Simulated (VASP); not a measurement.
# AlNi3 (Fm-3m) in VASP: further runs

The runs below take AlNi3 through single point, with LDA.

Everything below comes from runs of VASP 6.6.1. Logs are shortened: lines on timing, memory, paths and dates and some standing lists are left out, and cuts for length are marked.

**1. The cell of the first run**

Symmetry: Fm-3m, No. 225, cubic system. Conventional cell: a = 5.849 Å, b = 5.849 Å, c = 5.849 Å, α = 90.00°, β = 90.00°, γ = 90.00°. Al (site symmetry m-3m) has 14 Ni at 2.53 to 2.92 Å within 3.3 Å. Ni (site symmetry -43m) has 4 Al at 2.53 Å and 10 Ni at 2.53 to 2.92 Å within 3.3 Å. Within 3.3 Å of Ni (site symmetry m-3m) lie 8 Ni at 2.53 Å and 6 Al at 2.92 Å.

**2. Single point, LDA**

File INCAR:

```
PREC = Accurate
ENCUT = 520
EDIFF = 1E-6
ISMEAR = 0
SIGMA = 0.15
LREAL = False
LASPH = True
NELM = 100
ALGO = Fast
ISIF = 2
LWAVE = False
LCHARG = True
GGA = CA
LELF = True
LVHAR = True
NBANDS = 24
```

File KPOINTS:

```
regular mesh
0
Gamma
  14 14 14
```

File POSCAR:

```
AlNi3
1.0
    0.0000000000      2.9247193341      2.9247193341
    2.9247193341      0.0000000000      2.9247193341
    2.9247193341      2.9247193341      0.0000000000
Al Ni
1 3
Direct
    0.5000000000      0.5000000000      0.5000000000
    0.2500000000      0.2500000000      0.2500000000
    0.0000000000      0.0000000000      0.0000000000
    0.7500000000      0.7500000000      0.7500000000
```

Potentials or basis: VASP PAW LDA potentials, release 64 (Al, Ni).

Command:

```bash
$ cat potpaw_LDA.64/Al/POTCAR potpaw_LDA.64/Ni/POTCAR > POTCAR
$ mpirun -np 1 vasp_std > vasp.out
```

OUTCAR:

```text
PREC = Accurate
   ENCUT = 520
   EDIFF = 1E-6
   ISMEAR = 0
   LREAL = False
   LASPH = True
   NELM = 100
   ISIF = 2
   GGA = CA

 ion  position               nearest neighbor table
   1  0.500  0.500  0.500-   2 2.53   2 2.53   2 2.53   4 2.53   4 2.53   4 2.53   4 2.53   2 2.53
                             3 2.92   3 2.92   3 2.92   3 2.92   3 2.92   3 2.92
   2  0.250  0.250  0.250-   3 2.53   3 2.53   3 2.53   1 2.53   1 2.53   1 2.53   3 2.53   1 2.53
                             4 2.92   4 2.92   4 2.92   4 2.92   4 2.92   4 2.92
   3  0.000  0.000  0.000-   4 2.53   4 2.53   4 2.53   2 2.53   2 2.53   2 2.53   4 2.53   2 2.53
                             1 2.92   1 2.92   1 2.92   1 2.92   1 2.92   1 2.92
   4  0.750  0.750  0.750-   1 2.53   1 2.53   1 2.53   3 2.53   3 2.53   3 2.53   3 2.53   1 2.53
                             2 2.92   2 2.92   2 2.92   2 2.92   2 2.92   2 2.92

  LATTYP: Found a face centered cubic cell.
 ALAT       =     5.8494386682

  Lattice vectors:

 A1 = (   0.0000000000,   2.9247193341,   2.9247193341)
 A2 = (   2.9247193341,   0.0000000000,   2.9247193341)
 A3 = (   2.9247193341,   2.9247193341,   0.0000000000)

Analysis of symmetry for initial positions (statically):
=====================================================================
 Subroutine PRICEL returns:
 Original cell was already a primitive cell.

 Routine SETGRP: Setting up the symmetry group for a
 face centered cubic supercell.

 Subroutine GETGRP returns: Found 48 space group operations
 (whereof 48 operations were pure point group operations)
 out of a pool of 48 trial point group operations.

The static configuration has the point symmetry O_h .

Analysis of symmetry for dynamics (positions and initial velocities):
=====================================================================
 Subroutine PRICEL returns:
 Original cell was already a primitive cell.

 Routine SETGRP: Setting up the symmetry group for a
 face centered cubic supercell.

 Subroutine GETGRP returns: Found 48 space group operations
 (whereof 48 operations were pure point group operations)
 out of a pool of 48 trial point group operations.

The dynamic configuration has the point symmetry O_h .

 Subroutine INISYM returns: Found 48 space group operations
 (whereof 48 operations are pure point group operations),
 and found     1 'primitive' translations

----------------------------------------------------------------------------------------

                                     Primitive cell

  volume of cell :      50.0360

  direct lattice vectors                    reciprocal lattice vectors
     0.000000000  2.924719334  2.924719334    -0.170956575  0.170956575  0.170956575
     2.924719334  0.000000000  2.924719334     0.170956575 -0.170956575  0.170956575
     2.924719334  2.924719334  0.000000000     0.170956575  0.170956575 -0.170956575

  length of vectors
     4.136177748  4.136177748  4.136177748     0.296105474  0.296105474  0.296105474

  position of ions in fractional coordinates (direct lattice)
     0.500000000  0.500000000  0.500000000
     0.250000000  0.250000000  0.250000000
     0.000000000  0.000000000  0.000000000
     0.750000000  0.750000000  0.750000000

  ion indices of the primitive-cell ions
   primitive index   ion index
                 1           1
                 2           2
                 3           3
                 4           4

----------------------------------------------------------------------------------------

 KPOINTS: regular mesh

Automatic generation of k-mesh.
 Grid dimensions read from file:
 generate k-points for:   14   14   14

 Generating k-lattice:

  Cartesian coordinates                     Fractional coordinates (reciprocal lattice)
    -0.012211184  0.012211184  0.012211184     0.071428571  0.000000000  0.000000000
     0.012211184 -0.012211184  0.012211184     0.000000000  0.071428571  0.000000000
     0.012211184  0.012211184 -0.012211184     0.000000000  0.000000000  0.071428571

  Length of vectors
     0.021150391  0.021150391  0.021150391

  Shift w.r.t. Gamma in fractional coordinates (k-lattice)
     0.000000000  0.000000000  0.000000000

 Subroutine IBZKPT returns following result:
 ===========================================

 Found    104 irreducible k-points:

 Following reciprocal coordinates:
            Coordinates               Weight
  0.000000  0.000000  0.000000      1.000000
  0.071429  0.000000  0.000000      8.000000
  0.142857  0.000000  0.000000      8.000000
  0.214286  0.000000  0.000000      8.000000
  0.285714  0.000000  0.000000      8.000000
  0.357143  0.000000  0.000000      8.000000
[... 16 lines left out ...]
  0.214286  0.142857  0.000000     24.000000
  0.285714  0.142857  0.000000     24.000000
 [... further k-points ...]
   k-points           NKPTS =    104   k-points in BZ     NKDIM =    104   number of bands    NBANDS=     24
   number of dos      NEDOS =    301   number of ions     NIONS =      4
   total plane-waves  NPLWV =  32768
   dimension x,y,z NGX =    32 NGY =   32 NGZ =   32
   dimension x,y,z NGXF=    64 NGYF=   64 NGZF=   64
   ions per type =               1   3
   NGX,Y,Z   is equivalent  to a cutoff of  12.86, 12.86, 12.86 a.u.
   NGXF,Y,Z  is equivalent  to a cutoff of  25.72, 25.72, 25.72 a.u.
 SYSTEM =  unknown system
   PREC   = accura    normal or accurate (medium, high low for compatibility)
   ISTART =      0    job   : 0-new  1-cont  2-samecut
   ICHARG =      2    charge: 1-file 2-atom 10-const
   ISPIN  =      1    spin polarized calculation?
   LNONCOLLINEAR =      F non collinear calculations
   LSORBIT =      F    spin-orbit coupling
   LASPH  =      T    aspherical Exc in radial PAW
   ENCUT  =  520.0 eV  38.22 Ry    6.18 a.u.   7.69  7.69  7.69*2*pi/ulx,y,z
   NELM   =    100;   NELMIN=  2; NELMDL= -5     # of ELM steps
   EDIFF  = 0.1E-05   stopping-criterion for ELM
   LREAL  =      F    real-space projection
   EDIFFG = 0.1E-04   stopping-criterion for IOM
   NSW    =      0    number of steps for IOM
   IBRION =     -1    ionic relax: 0-MD 1-quasi-New 2-CG
   NFREE  =      0    steps in history (QN), initial steepest desc. (CG)
   ISIF   =      2    stress and relaxation
   ISYM   =      2    0-nonsym 1-usesym 2-fastsym
   POTIM  = 0.5000    time-step for ionic-motion
   TEBEG  =    0.0;   TEEND  =   0.0 temperature during run
   PSTRESS=    0.0 pullay stress
   NELECT =      33.0000    total number of electrons
   NUPDOWN=      -1.0000    fix difference up-down
   EMIN   =  10.00;   EMAX   =-10.00  energy-range for DOS
   EFERMI =   0.00;   METHOD = LEGACY
   ISMEAR =     0;   SIGMA  =   0.15  broadening in eV -4-tet -1-fermi 0-gaus
   EFERMI_NEDOS =   21; number of points for ismear=-14 and -15
   IALGO  =     68    algorithm
   IMIX   =      4    mixing-type and parameters
     AMIX     =   0.40;   BMIX     =  1.00
     AMIX_MAG =   1.60;   BMIX_MAG =  1.00
  volume/ion in A,a.u.               =      12.51        84.41
  Fermi-wavevector in a.u.,A,eV,Ry     =   1.425012  2.692883 27.628808  2.030660
  Thomas-Fermi vector in A             =   2.545442
   LORBIT       =      0    0 simple, 1 ext, 2 COOP (PROOUT), +10 PAW based schemes
   GGA     = CA    functional components
   LHFCALC =     F    Hartree Fock is set to
   AEXX    =    0.0000 exact exchange contribution
   IVDW    =     0    specifies the selected vdW correction
   LEPSILON=     F    determine dielectric tensor
   LRPA    =     F    only Hartree local field effects (RPA)
 non-spin polarized calculation
 RMM-DIIS sequential band-by-band and
 Gauss-broadening in eV      SIGMA  =   0.15
  energy-cutoff  :      520.00
  volume of cell :       50.04
 maximum number of plane-waves:      1363
   NGX = 15   NGY = 15   NGZ = 15

 number of electron      32.9999999 magnetization

 Free energy of the ion-electron system (eV)
  ---------------------------------------------------
  ext. energy  EPLUGINS =         0.00000000
  ---------------------------------------------------
  free energy    TOTEN  =       -24.95551995 eV

  energy without entropy =      -24.91903079  energy(sigma->0) =      -24.93727537

 E-fermi :   7.9620     XC(G=0): -12.4339

 val. band max:        7.9601166802   @ k =   0.5000   0.4286   0.0714
 cond. band min:       7.9724041513   @ k =   0.5000   0.2143   0.0714
 fundamental gap:      0.0122874712
 Fermi energy:         7.9619853993

 k-point     1 :       0.0000    0.0000    0.0000
  band No.  band energies     occupation
      1      -1.3043      2.00000
      2       5.0054      2.00000
      3       5.0054      2.00000
      4       5.0390      2.00000
      5       5.0390      2.00000
      6       5.0390      2.00000
[... 16 lines left out ...]
     23      13.7744      0.00000
     24      15.9893      0.00000

 k-point     2 :       0.0714    0.0000    0.0000
  band No.  band energies     occupation
      1      -1.2352      2.00000
      2       4.9490      2.00000
      3       4.9490      2.00000
      4       4.9974      2.00000
      5       5.1296      2.00000
      6       5.1296      2.00000
[... 16 lines left out ...]
     23      14.3917      0.00000
     24      15.8366      0.00000

 k-point     3 :       0.1429    0.0000    0.0000
  band No.  band energies     occupation
      1      -1.0293      2.00000
      2       4.8706      2.00000
      3       4.9147      2.00000
      4       4.9147      2.00000
      5       5.2616      2.00000
      6       5.2616      2.00000
[... 16 lines left out ...]
     23      14.9489      0.00000
     24      15.6923      0.00000
[... 514 lines left out ...]
 k-point    23 :       0.2143    0.1429    0.0000
  band No.  band energies     occupation
      1      -0.6901      2.00000
      2       4.4578      2.00000
      3       5.1274      2.00000
      4       5.1330      2.00000
      5       5.2977      2.00000
      6       5.3425      2.00000
[... 16 lines left out ...]
     23      15.0903      0.00000
     24      16.4913      0.00000

 k-point    24 :       0.2857    0.1429    0.0000
  band No.  band energies     occupation
      1      -0.3129      2.00000
      2       4.2769      2.00000
      3       5.0152      2.00000
      4       5.1476      2.00000
      5       5.4344      2.00000
      6       5.4436      2.00000
[... 16 lines left out ...]
     23      15.0667      0.00000
     24      16.7126      0.00000

 [... further k-points ...]

------------------------ aborting loop because EDIFF is reached ----------------------------------------

  FORCE on cell =-STRESS in cart. coord.  units (eV):
  Direction    XX          YY          ZZ          XY          YZ          ZX
  --------------------------------------------------------------------------------------
  -------------------------------------------------------------------------------------
  Total       -7.6286062     -7.6286062     -7.6286062     -0.0000000      0.0000000      0.0000000
  in kB     -244.2717214   -244.2717214   -244.2717214     -0.0000000      0.0000000      0.0000000
  external PRESSURE =    -244.2717214 kB  Pullay stress =       0.0000000 kB

 VOLUME and BASIS-vectors are now :
 -----------------------------------------------------------------------------
  energy-cutoff  :      520.00
  volume of cell :       50.04
      direct lattice vectors                 reciprocal lattice vectors
     0.000000000  2.924719334  2.924719334    -0.170956575  0.170956575  0.170956575
     2.924719334  0.000000000  2.924719334     0.170956575 -0.170956575  0.170956575
     2.924719334  2.924719334  0.000000000     0.170956575  0.170956575 -0.170956575

 POSITION                                       TOTAL-FORCE (eV/Angst)
 -----------------------------------------------------------------------------------
      2.92472      2.92472      2.92472         0.000000     -0.000000     -0.000000
      1.46236      1.46236      1.46236         0.000000     -0.000000      0.000000
      0.00000      0.00000      0.00000         0.000000     -0.000000     -0.000000
      4.38708      4.38708      4.38708        -0.000000      0.000000     -0.000000
 -----------------------------------------------------------------------------------
    total drift:                               -0.000000     -0.000000      0.000000

  FREE ENERGIE OF THE ION-ELECTRON SYSTEM (eV)
  ---------------------------------------------------
  free  energy   TOTEN  =       -24.9555199472 eV

  energy  without entropy=      -24.9190307919  energy(sigma->0) =      -24.93727537
```

It took 53 s on 1 thread of Intel Xeon 6975P-C (Granite Rapids), shared host; peak memory 0.23 GiB.

Results:

| Item | Value |
| --- | --- |
| Free energy | -24.9555 eV |
| Pressure | -24.4 GPa |

Spin polarisation is off, so any magnetic state and its effect on volume and gap are missing.

**3. Single point, LDA**

This run uses another cell than the first one, of 8.69 Å³/atom, 0.695 times its volume.

File INCAR:

```
SYSTEM = AlNi3
PREC = Accurate ; ENCUT = 520
EDIFF = 1E-6 ; ISMEAR = 0
SIGMA = 0.15 ; LREAL = .False.
LASPH = .True. ; NELM = 100
ALGO = Fast ; ISIF = 2
LWAVE = .False. ; LCHARG = .True.
LELF = .True. ; LVHAR = .True.
NBANDS = 24
```

File KPOINTS:

```
regular mesh
0
Gamma
  14 14 14
  0 0 0
```

File POSCAR:

```
AlNi3
1.0
    0.0000000000      2.5905971998      2.5905971998
    2.5905971998      0.0000000000      2.5905971998
    2.5905971998      2.5905971998      0.0000000000
Al Ni
1 3
Direct
    0.5000000000      0.5000000000      0.5000000000
    0.2500000000      0.2500000000      0.2500000000
    0.0000000000      0.0000000000      0.0000000000
    0.7500000000      0.7500000000      0.7500000000
```

Potentials or basis: VASP PAW LDA potentials, release 64 (Al, Ni).

Command:

```bash
$ cat potpaw_LDA.64/Al/POTCAR potpaw_LDA.64/Ni/POTCAR > POTCAR
$ mpirun -np 1 vasp_std > vasp.out
```

Run time: 48 s. Hardware: 1 thread of Intel Xeon 6975P-C (Granite Rapids), shared host; peak memory 0.19 GiB.

The run converged. Its results:

```yaml
Free_energy: -24.2624 eV
Pressure: 68.5 GPa
```

Levels at points of the mesh, in eV from the Fermi level:
```
           k point  band 14  band 15  band 16  band 17  band 18  band 19
(0.00, 0.00, 0.00)    -0.79    -0.74    -0.74     6.28     6.28     6.28
(0.50, 0.00, 0.00)    -0.92    -0.66    -0.66    -0.19     4.99     4.99
(0.50, 0.50, 0.00)    -1.06    -0.84    -0.51    -0.51    -0.45     0.01
```

Spin polarisation is off, so any magnetic state and its effect on volume and gap are missing.

**4. Single point, LDA**

This run uses another cell than the first one, of 9.33 Å³/atom, 0.746 times its volume.

File INCAR:

```
ALGO = Normal ; EDIFF = 1E-7
ENCUT = 520 ; ISIF = 2
ISMEAR = 0 ; LASPH = T
LCHARG = F ; LREAL = F
LWAVE = F ; NBANDS = 24
NELM = 100 ; PREC = Accurate
SIGMA = 0.15
```

File KPOINTS:

```
k-points
0
Gamma
  14 14 14
```

File POSCAR:

```
AlNi3
1.0
    0.0000000000      2.6522942041      2.6522942041
    2.6522942041      0.0000000000      2.6522942041
    2.6522942041      2.6522942041      0.0000000000
Al Ni
1 3
Direct
    0.5000000000      0.5000000000      0.5000000000
    0.2500000000      0.2500000000      0.2500000000
    0.0000000000      0.0000000000      0.0000000000
    0.7500000000      0.7500000000      0.7500000000
```

Command:

```bash
$ cat potpaw_LDA.64/Al/POTCAR potpaw_LDA.64/Ni/POTCAR > POTCAR
$ mpirun -np 1 vasp_std > vasp.out
```

Run time: 44 s. Hardware: 1 thread of Intel Xeon 6975P-C (Granite Rapids), shared host; peak memory 0.19 GiB.

The run converged. Its results:

| Item | Value |
| --- | --- |
| Free energy | -25.0912 eV |
| Pressure | 37.7 GPa |

Levels at points of the mesh, in eV from the Fermi level:
| k point | band 14 | band 15 | band 16 | band 17 | band 18 | band 19 |
| --- | --- | --- | --- | --- | --- | --- |
| (0.00, 0.00, 0.00) | -0.72 | -0.66 | -0.66 | 6.03 | 6.03 | 6.03 |
| (0.50, 0.00, 0.00) | -0.83 | -0.60 | -0.60 | -0.18 | 4.79 | 4.79 |
| (0.50, 0.50, 0.00) | -0.96 | -0.76 | -0.46 | -0.46 | -0.42 | -0.01 |

Spin polarisation is off, so any magnetic state and its effect on volume and gap are missing.

**5. Single point, LDA**

This run uses another cell than the first one, of 9.96 Å³/atom, 0.797 times its volume.

File INCAR:

```
SYSTEM = AlNi3
ALGO = Normal
EDIFF = 1E-6
ENCUT = 520
GGA = CA
ISIF = 2
ISMEAR = 0
LASPH = .True.
LCHARG = .False.
LREAL = .False.
LWAVE = .False.
NBANDS = 24
NELM = 60
PREC = Accurate
SIGMA = 0.15
```

File KPOINTS:

```
k-points
0
Gamma
  14 14 14
  0 0 0
```

File POSCAR:

```
AlNi3
1.0
    0.0000000000      2.7112470942      2.7112470942
    2.7112470942      0.0000000000      2.7112470942
    2.7112470942      2.7112470942      0.0000000000
Al Ni
1 3
Direct
    0.5000000000      0.5000000000      0.5000000000
    0.2500000000      0.2500000000      0.2500000000
    0.0000000000      0.0000000000      0.0000000000
    0.7500000000      0.7500000000      0.7500000000
```

Potentials or basis: VASP PAW LDA potentials, release 64 (Al, Ni).

Command:

```bash
$ cat potpaw_LDA.64/Al/POTCAR potpaw_LDA.64/Ni/POTCAR > POTCAR
$ mpirun -np 1 vasp_std > vasp.out
```

OUTCAR:

```text
SYSTEM = AlNi3
   EDIFF = 1E-6
   ENCUT = 520
   GGA = CA
   ISIF = 2
   ISMEAR = 0
   LASPH = .True.
   LREAL = .False.
   NELM = 60
   PREC = Accurate

 ion  position               nearest neighbor table
   1  0.500  0.500  0.500-   2 2.35   2 2.35   4 2.35   4 2.35   4 2.35   4 2.35   2 2.35   2 2.35
                             3 2.71   3 2.71   3 2.71   3 2.71   3 2.71   3 2.71
   2  0.250  0.250  0.250-   3 2.35   3 2.35   1 2.35   1 2.35   3 2.35   1 2.35   3 2.35   1 2.35
[... 848 lines left out ...]

 [... further k-points ...]
[... 5 lines left out ...]
  --------------------------------------------------------------------------------------
  -------------------------------------------------------------------------------------
  Total        3.9601551      3.9601551      3.9601551     -0.0000000     -0.0000000      0.0000000
  in kB      159.1788953    159.1788953    159.1788953     -0.0000000     -0.0000000      0.0000000
  external PRESSURE =     159.1788953 kB  Pullay stress =       0.0000000 kB

 VOLUME and BASIS-vectors are now :
 -----------------------------------------------------------------------------
  energy-cutoff  :      520.00
  volume of cell :       39.86
      direct lattice vectors                 reciprocal lattice vectors
     0.000000000  2.711247094  2.711247094    -0.184416980  0.184416980  0.184416980
     2.711247094  0.000000000  2.711247094     0.184416980 -0.184416980  0.184416980
     2.711247094  2.711247094  0.000000000     0.184416980  0.184416980 -0.184416980

 POSITION                                       TOTAL-FORCE (eV/Angst)
 -----------------------------------------------------------------------------------
      2.71125      2.71125      2.71125         0.000000      0.000000     -0.000000
      1.35562      1.35562      1.35562         0.000000      0.000000      0.000000
      0.00000      0.00000      0.00000         0.000000      0.000000     -0.000000
      4.06687      4.06687      4.06687        -0.000000     -0.000000     -0.000000
 -----------------------------------------------------------------------------------
    total drift:                                0.000000     -0.000000      0.000000

  FREE ENERGIE OF THE ION-ELECTRON SYSTEM (eV)
  ---------------------------------------------------
  free  energy   TOTEN  =       -25.5067573603 eV

  energy  without entropy=      -25.4803874629  energy(sigma->0) =      -25.49357241
```

stdout:

```text
POSCAR found type information on POSCAR AlNi
 POSCAR found :  2 types and       4 ions
 scaLAPACK will be used
 LDA part: xc-table for (Slater(with rela. corr.)+CA(PZ))
 , standard interpolation
 POSCAR, INCAR and KPOINTS ok, starting setup
 FFT: planning ... GRIDC
 FFT: planning ... GRID_SOFT
 FFT: planning ... GRID
 WAVECAR not read
 entering main loop
```

Wall time 47 s (1 thread of Intel Xeon 6975P-C (Granite Rapids), shared host); peak memory 0.2 GiB.

Results:

- Free energy: -25.5068 eV
- Pressure: 15.9 GPa

Levels at points of the mesh, in eV from the Fermi level:
```
           k point  band 12  band 13  band 14  band 15  band 16  band 17  band 18  band 19  band 20  band 21
(0.00, 0.00, 0.00)    -1.06    -0.65    -0.65    -0.60    -0.60     5.80     5.80     5.80     6.47     6.47
(0.50, 0.00, 0.00)    -1.99    -0.75    -0.75    -0.55    -0.55    -0.17     4.61     4.61     5.30     5.30
(0.50, 0.50, 0.00)    -1.34    -1.23    -0.88    -0.69    -0.42    -0.42    -0.40    -0.03     4.75     5.35
```

Spin polarisation is off, so any magnetic state and its effect on volume and gap are missing.

(Continued in part 2 of 2.)
